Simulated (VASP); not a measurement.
Runs of VASP 6.6.1 on GaN. The structure is that of space group F-43m (No. 216), or close to it. The cells are those of the table. 

| task | level | potentials or basis | cell | k mesh | cutoff (eV) | smearing | grid for exact exchange (PRECFOCK) | screening parameter | second run | gap on the mesh (eV) | pressure (GPa) | relaxed volume (Å³/atom) |
| --- | --- | --- | --- | --- | --- | --- | --- | --- | --- | --- | --- | --- |
| single point | HSE06 | VASP PAW PBE potentials, release 64 (Ga_d, N) | a = 3.180 Å, angles 60.0°, 2 atoms | 6 × 6 × 6 | 520 | gaussian 0.01 eV | Normal | 0.2079 1/Å | - | 3.02 | -0.1 | - |
| relaxation of cell and atoms | r2SCAN | VASP PAW PBE potentials, release 64 (Ga_d, N) | relaxed from a = 3.216 Å, angles 60.0°, 2 atoms | 8 × 8 × 8 | 600 | fermi-dirac 0.02 eV | - | - | - | 2.12 | -0.1 | 11.44 |
| single point | PBE | VASP PAW PBE potentials, release 64 (Ga_d, N) | a = 3.180 Å, angles 60.0°, 2 atoms | 10 × 10 × 10 | 520 | fermi-dirac 0.02 eV | - | - | - | 1.76 | 6.3 | - |
| single point | LDA | VASP PAW LDA potentials, release 64 (Ga_d, N_h) | a = 3.150 Å, angles 60.0°, 2 atoms | 8 × 8 × 8 | 910 | fermi-dirac 0.02 eV | - | - | hard_potentials | 1.97 | (b) | - |
| single point | PBE | VASP PAW PBE potentials, release 64 (Ga_d, N) | a = 3.180 Å, angles 60.0°, 2 atoms | 6 × 6 × 6 | 520 | gaussian 0.01 eV | - | - | - | 1.76 | 6.2 | - |
| single point | LDA | VASP PAW LDA potentials, release 64 (Ga_d, N) | a = 3.180 Å, angles 60.0°, 2 atoms | 10 × 10 × 10 | 520 | gaussian 0.01 eV | - | - | - | 1.79 | -4.4 | - |
| single point | r2SCAN | VASP PAW PBE potentials, release 64 (Ga_d, N_h) | a = 3.180 Å, angles 60.0°, 2 atoms | 10 × 10 × 10 | 910 | gaussian 0.01 eV | - | - | hard_potentials | 2.16 | 1.0 | - |
| single point | LDA | VASP PAW LDA potentials, release 64 (Ga_d, N) | a = 3.150 Å, angles 60.0°, 2 atoms | 8 × 8 × 8 | 520 | fermi-dirac 0.02 eV | - | - | - | 1.97 | 1.1 | - |
| single point | r2SCAN | VASP PAW PBE potentials, release 64 (Ga_d, N) | a = 3.180 Å, angles 60.0°, 2 atoms | 10 × 10 × 10 | 520 | gaussian 0.01 eV | - | - | - | 2.16 | 1.1 | - |
| relaxation of cell and atoms | LDA | VASP PAW LDA potentials, release 64 (Ga_d, N) | relaxed from a = 3.216 Å, angles 60.0°, 2 atoms | 8 × 8 × 8 | 600 | fermi-dirac 0.02 eV | - | - | - | (a) | -0.1 | 11.12 |
| single point | r2SCAN | VASP PAW PBE potentials, release 64 (Ga_d, N_h) | a = 3.180 Å, angles 60.0°, 2 atoms | 8 × 8 × 8 | 910 | fermi-dirac 0.02 eV | - | - | hard_potentials | 2.16 | 1.0 | - |
| relaxation of cell and atoms | PBEsol | VASP PAW PBE potentials, release 64 (Ga_d, N) | relaxed from a = 3.216 Å, angles 60.0°, 2 atoms | 8 × 8 × 8 | 600 | fermi-dirac 0.02 eV | - | - | - | 1.73 | -0.1 | 11.36 |

Alike in all rows: no spin polarisation.

Estimate the missing entries.

(a) 1.94; (b) 0.9.

Caveats: the PAW data sets were made with another functional, which shifts forces and pressure a little (some runs); the cutoff is under 1.25 times the usual one of these potentials, so pressure, stress and relaxed cells hold a basis-set (Pulay) error (some runs).

A k mesh can miss the band edges, and the runs leave out spin-orbit coupling on Ga.
